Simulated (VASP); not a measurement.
Au: single point with LDA

Au, a slab with vacuum:

```xyz
5
Lattice="2.8626 0.0000 0.0000 0.0000 2.8626 0.0000 0.0000 0.0000 24.0967" Properties=species:S:1:pos:R:3 pbc="T T T"
Au    0.0000    0.0000    8.0394
Au    1.4313    1.4313   10.0285
Au    0.0000    0.0000   12.0484
Au    1.4313    1.4313   14.0682
Au    0.0000    0.0000   16.0573
```

* Program: VASP 6.6.1
* Task: single point
* Functional: LDA
* Potentials or basis: VASP PAW LDA potentials, release 64 (Au)
* Cutoff: 520 eV
* k mesh: 11 × 11 × 1
* Occupations: fermi-dirac, width 0.05 eV
* Spin: no spin polarisation

```
Largest force          : 0.030 eV/Å
Band gap on the k mesh : zero (an odd number of electrons rules out a gap without spin polarisation)
```

Forces in eV/Å, atoms in the order of the input:
```
Au   0.000  0.000 -0.030
Au   0.000  0.000 -0.004
Au   0.000  0.000  0.000
Au   0.000  0.000  0.004
Au   0.000  0.000  0.030
```

Levels at points of the mesh, in eV from the Fermi level:
```csv
k point,band 25,band 26,band 27,band 28,band 29,band 30,band 31,band 32
"(0.00, 0.00, 0.00)",-2.17,-1.90,-1.83,-1.68,-1.68,-0.07,1.29,5.17
```

Run time: 5.1 min on 1 thread of Intel Xeon 8259CL, on a shared host, peak memory 0.31 GiB.

Caveat: spin-orbit coupling is left out, which moves the levels of the heavy elements.
